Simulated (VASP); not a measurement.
Write the native input for VASP 6.6.1 that does the following.

- Task: single point
- Functional: PBEsol
- Potentials or basis: VASP PAW PBE potentials, release 64 (Zn, Se)
- Cutoff: 520 eV
- k mesh: 8 × 8 × 6
- Occupations: gaussian, width 0.02 eV
- Spin: no spin polarisation
- Dipole correction: no
- Further INCAR settings: ALGO = Normal; EDIFF = 1e-07; NBANDS = 26

The structure of ZnSe lies in POSCAR:

```
ZnSe
1.0
    2.9292886163      2.9292886163      0.0000000000
   -2.9292886163      2.9292886163      0.0000000000
    0.0000000000      0.0000000000      5.3539731402
Zn Se
2 2
Direct
    0.0000000000      0.0000000000      0.0000000000
    0.5000000000      0.5000000000      0.5000000000
    0.5000000000      0.0000000000      0.2500000000
    0.0000000000      0.5000000000      0.7500000000
```

This cell differs from its parent crystal: biaxial strain in the a-b plane: +4.0 %, then relaxed in part.

One way to write it, as run:

INCAR

```
ALGO     = Normal         # electronic algorithm
EDIFF    = 1E-7           # SCF threshold, eV
ENCUT    = 520            # plane-wave cutoff, eV
GGA      = PS             # functional
ISIF     = 2              # what is computed and relaxed
ISMEAR   = 0              # smearing method
LASPH    = True           # aspherical terms in the spheres
LCHARG   = False          # write CHGCAR
LREAL    = False          # projectors in reciprocal space
LWAVE    = False          # write WAVECAR
NBANDS   = 26             # bands
NELM     = 100            # most SCF steps
PREC     = Accurate       # precision mode
SIGMA    = 0.02           # smearing width, eV
```

KPOINTS

```
k-points
0
Gamma
  8 8 6
```

Potentials or basis: VASP PAW PBE potentials, release 64 (Zn, Se).

Run with:

```sh
$ cat potpaw_PBE.64/Zn/POTCAR potpaw_PBE.64/Se/POTCAR > POTCAR
$ mpirun -np 1 vasp_std > vasp.out
```

Results of the run:

| Quantity | Value |
| --- | --- |
| Pressure | -1.6 GPa |
| Band gap on the k mesh | 0.93 eV |

Caveat: the cell differs from its parent crystal (biaxial strain in the a-b plane: +4.0 %, then relaxed in part); the PAW data sets were made with another functional, which shifts forces and pressure a little.

Run time: 2.7 min on 1 thread of AMD EPYC 7R43 64-Core Processor (Zen 3), with other jobs on the host, peak memory 0.23 GiB.
